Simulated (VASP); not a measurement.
Input of a VASP 6.6.1 run:

INCAR

```
PREC = Accurate
ENCUT = 500
EDIFF = 1E-6
ISMEAR = 0
SIGMA = 0.1
LREAL = F
LASPH = T
NELM = 120
ALGO = Normal
ISIF = 2
LWAVE = F
LCHARG = T
GGA = PE
LVHAR = T
NBANDS = 106
GGA_COMPAT = F
KPAR = 4
```

Contents of KPOINTS:

```
regular mesh
0
Gamma
  4 4 4
```

POSCAR

```
Cs
1.0
   13.3680530195      0.0000000000      0.0000000000
    0.0000000000     13.3680530195      0.0000000000
    0.0000000000      0.0000000000     13.3680530195
Cs
20
Direct
    0.8750000000      0.7024733976      0.0475266024
    0.0615195828      0.0615195828      0.0615195828
    0.2024733976      0.4524733976      0.1250000000
    0.8115195828      0.3115195828      0.1884804172
    0.4524733976      0.1250000000      0.2024733976
    0.5475266024      0.6250000000      0.2975266024
    0.1884804172      0.8115195828      0.3115195828
    0.7975266024      0.9524733976      0.3750000000
    0.9384804172      0.5615195828      0.4384804172
    0.1250000000      0.2024733976      0.4524733976
    0.6250000000      0.2975266024      0.5475266024
    0.4384804172      0.9384804172      0.5615195828
    0.2975266024      0.5475266024      0.6250000000
    0.6884804172      0.6884804172      0.6884804172
    0.0475266024      0.8750000000      0.7024733976
    0.9524733976      0.3750000000      0.7975266024
    0.3115195828      0.1884804172      0.8115195828
    0.7024733976      0.0475266024      0.8750000000
    0.5615195828      0.4384804172      0.9384804172
    0.3750000000      0.7975266024      0.9524733976
```

Potentials or basis: VASP PAW PBE potentials, release 64 (Cs_sv).

Run with:

```sh
$ cat potpaw_PBE.64/Cs_sv/POTCAR > POTCAR
$ mpirun -np 4 vasp_std > vasp.out
```

(1) Predict the band gap on the k mesh.

(2) Estimate the pressure.

Results:

(1) zero (band 90 reaches 0.75 eV, above the bottom of band 91 at 0.24 eV).

(2) 0.0 GPa.

Caveat: spin-orbit coupling is left out, which moves the levels of the heavy elements.
